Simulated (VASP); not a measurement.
# Al (P6_3/mmc) in VASP: notebook, part 2 of 2

VASP 6.6.1.

**3. Single point, LDA**

This run uses another cell than the first one, of 15.26 Å³/atom, 1.021 times its volume.

Contents of INCAR:

```
SYSTEM = Al
PREC     = Accurate       ! precision mode
ENCUT    = 520            ! plane-wave cutoff, eV
EDIFF    = 1E-6           ! SCF threshold, eV
ISMEAR   = -1             ! smearing method
SIGMA    = 0.15           ! smearing width, eV
LREAL    = .FALSE.        ! projectors in reciprocal space
LASPH    = .TRUE.         ! aspherical terms in the spheres
NELM     = 60             ! most SCF steps
ALGO     = Normal         ! electronic algorithm
ISIF     = 2              ! what is computed and relaxed
LWAVE    = .FALSE.        ! write WAVECAR
LCHARG   = .FALSE.        ! write CHGCAR
NBANDS   = 14             ! bands
```

Contents of KPOINTS:

```
regular mesh
0
G
  9 9 3
  0 0 0
```

Contents of POSCAR:

```
Al
1.0
    2.7888685730      0.0000000000      0.0000000000
   -1.3944347797      2.4152315248      0.0000000000
    0.0000000000      0.0000000000      9.0618427405
Al
4
Direct
    0.0000000000      0.0000000000      0.0000000000
    0.3333333333      0.6666666667      0.2500000000
    0.0000000000      0.0000000000      0.5000000000
    0.6666666667      0.3333333333      0.7500000000
```

Potentials or basis: VASP PAW LDA potentials, release 64 (Al).

Run with:

```console
> cat potpaw_LDA.64/Al/POTCAR > POTCAR
> mpirun -np 1 vasp_std > vasp.out
```

OUTCAR:

```text
SYSTEM = Al
   PREC = Accurate
   ENCUT = 520
   EDIFF = 1E-6
   ISMEAR = -1
   LREAL = .FALSE.
   LASPH = .TRUE.
   NELM = 60
   ISIF = 2

 ion  position               nearest neighbor table
   1  0.000  0.000  0.000-   4 2.78   2 2.78   4 2.78   2 2.78   4 2.78   2 2.78
   2  0.333  0.667  0.250-   1 2.78   3 2.78   1 2.78   3 2.78   1 2.78   3 2.78
   3  0.000  0.000  0.500-   4 2.78   2 2.78   4 2.78   2 2.78   4 2.78   2 2.78
   4  0.667  0.333  0.750-   1 2.78   3 2.78   1 2.78   3 2.78   1 2.78   3 2.78

  LATTYP: Found a hexagonal cell.
 ALAT       =     2.7888685730
 C/A-ratio  =     3.2492899910

  Lattice vectors:

 A1 = (   2.7888685730,   0.0000000000,   0.0000000000)
 A2 = (  -1.3944347797,   2.4152315248,   0.0000000000)
 A3 = (   0.0000000000,   0.0000000000,   9.0618427405)

Analysis of symmetry for initial positions (statically):
=====================================================================
 Subroutine PRICEL returns:
 Original cell was already a primitive cell.

 Routine SETGRP: Setting up the symmetry group for a
 hexagonal supercell.

 Subroutine GETGRP returns: Found 24 space group operations
 (whereof 12 operations were pure point group operations)
 out of a pool of 24 trial point group operations.

The static configuration has the point symmetry D_3d.
 The point group associated with its full space group is D_6h.

Analysis of symmetry for dynamics (positions and initial velocities):
=====================================================================
 Subroutine PRICEL returns:
 Original cell was already a primitive cell.

 Routine SETGRP: Setting up the symmetry group for a
 hexagonal supercell.

 Subroutine GETGRP returns: Found 24 space group operations
 (whereof 12 operations were pure point group operations)
 out of a pool of 24 trial point group operations.

The dynamic configuration has the point symmetry D_3d.
 The point group associated with its full space group is D_6h.

 Subroutine INISYM returns: Found 24 space group operations
[... 131 lines left out ...]
 non-spin polarized calculation
  energy-cutoff  :      520.00
  volume of cell :       61.04
 maximum number of plane-waves:      1653
 NGX is ok and might be reduce to    24
   NGX = 11   NGY = 11   NGZ = 33

 number of electron      12.0000000 magnetization

 Free energy of the ion-electron system (eV)
  ---------------------------------------------------
  ext. energy  EPLUGINS =         0.00000000
  ---------------------------------------------------
  free energy    TOTEN  =       -16.73306087 eV

  energy without entropy =      -16.61782127  energy(sigma->0) =      -16.67544107

 E-fermi :   8.5621     XC(G=0): -10.6368

 val. band max:        8.4744390510   @ k =   0.3333   0.2222   0.3333
 cond. band min:       8.5753592897   @ k =   0.3333   0.1111   0.0000
 fundamental gap:      0.1009202387
 Fermi energy:         8.5620897273

 k-point     1 :       0.0000    0.0000    0.0000
  band No.  band energies     occupation
      1      -3.0240      2.00000
      2      -1.2425      2.00000
      3      -1.2343      2.00000
      4       3.7907      2.00000
      5       4.1890      2.00000
      6      12.3021      0.00000
      7      12.3185      0.00000
      8      19.7153      0.00000
      9      19.7153      0.00000
     10      19.8570      0.00000
     11      19.8570      0.00000
     12      20.8047      0.00000
     13      20.8118      0.00000
     14      20.9769      0.00000
[... 377 lines left out ...]
      1       5.2229      2.00000
      2       5.3458      2.00000
      3       5.3458      2.00000
      4       5.6963      2.00000
      5       5.8859      2.00000
      6       5.8859      2.00000
      7       8.0722      1.92649
      8       8.0722      1.92649
      9       8.4518      1.35197
     10       9.9280      0.00022
     11      10.2524      0.00003
     12      10.2524      0.00003
     13      14.3419      0.00000
     14      14.3419      0.00000

------------------------ aborting loop because EDIFF is reached ----------------------------------------

  FORCE on cell =-STRESS in cart. coord.  units (eV):
  Direction    XX          YY          ZZ          XY          YZ          ZX
  --------------------------------------------------------------------------------------
  -------------------------------------------------------------------------------------
  Total        1.0613814      1.0613819      1.9055798     -0.0000002      0.0000000      0.0000000
  in kB       27.8598470     27.8598584     50.0189280     -0.0000057      0.0000000      0.0000000
  external PRESSURE =      35.2462111 kB  Pullay stress =       0.0000000 kB

 VOLUME and BASIS-vectors are now :
 -----------------------------------------------------------------------------
  energy-cutoff  :      520.00
  volume of cell :       61.04
      direct lattice vectors                 reciprocal lattice vectors
     2.788868573  0.000000000  0.000000000     0.358568349  0.207019564  0.000000000
    -1.394434780  2.415231525  0.000000000     0.000000000  0.414038981  0.000000000
     0.000000000  0.000000000  9.061842740     0.000000000  0.000000000  0.110352831

 POSITION                                       TOTAL-FORCE (eV/Angst)
 -----------------------------------------------------------------------------------
      0.00000      0.00000      0.00000         0.000000      0.000000      0.000000
     -0.00000      1.61015      2.26546        -0.000000     -0.000000     -0.000000
      0.00000      0.00000      4.53092         0.000000      0.000000      0.000000
      1.39443      0.80508      6.79638         0.000000      0.000000     -0.000000
 -----------------------------------------------------------------------------------
    total drift:                               -0.000000      0.000000      0.000000

  FREE ENERGIE OF THE ION-ELECTRON SYSTEM (eV)
  ---------------------------------------------------
  free  energy   TOTEN  =       -16.7330608730 eV

  energy  without entropy=      -16.6178212684  energy(sigma->0) =      -16.67544107
```

OSZICAR:

```text
N       E                     dE             d eps       ncg     rms          rms(c)
DAV:   1     0.454347294446E+01    0.45435E+01   -0.41105E+03   672   0.654E+02
DAV:   2    -0.162218735967E+02   -0.20765E+02   -0.19252E+02   876   0.934E+01
DAV:   3    -0.168572832133E+02   -0.63541E+00   -0.63003E+00   908   0.129E+01
DAV:   4    -0.168603354845E+02   -0.30523E-02   -0.30521E-02   822   0.117E+00
DAV:   5    -0.168603574183E+02   -0.21934E-04   -0.21933E-04   918   0.977E-02    0.301E+00
DAV:   6    -0.167830752587E+02    0.77282E-01   -0.83064E-03   792   0.436E-01    0.169E+00
DAV:   7    -0.167339629408E+02    0.49112E-01   -0.17429E-02   816   0.618E-01    0.254E-01
DAV:   8    -0.167330648812E+02    0.89806E-03   -0.50339E-04   938   0.111E-01    0.169E-02
DAV:   9    -0.167330609243E+02    0.39569E-05   -0.11031E-05   860   0.172E-02    0.220E-03
DAV:  10    -0.167330608730E+02    0.51354E-07   -0.36289E-07   672   0.347E-03
   1 F= -.16733061E+02 E0= -.16675441E+02  d E =-.115240E+00
```

stdout:

```text
POSCAR found type information on POSCAR Al
 POSCAR found :  1 types and       4 ions
 scaLAPACK will be used
 LDA part: xc-table for (Slater(with rela. corr.)+CA(PZ))
 , standard interpolation
 POSCAR, INCAR and KPOINTS ok, starting setup
 FFT: planning ... GRIDC
 FFT: planning ... GRID_SOFT
 FFT: planning ... GRID
 WAVECAR not read
 entering main loop
```

Run time: 5.6 s. Hardware: 1 thread of Intel Xeon 6975P-C (Granite Rapids), shared host; peak memory 0.16 GiB.

What came out:

| Property | Result |
| --- | --- |
| Free energy | -16.7331 eV |
| Pressure | 3.5 GPa |
| Band gap on the k mesh | zero (band 6 reaches 12.73 eV, above the bottom of band 7 at 7.23 eV) |

Stress tensor (GPa, compression positive):
```
2.79 0.00 0.00
0.00 2.79 0.00
0.00 0.00 5.00
```
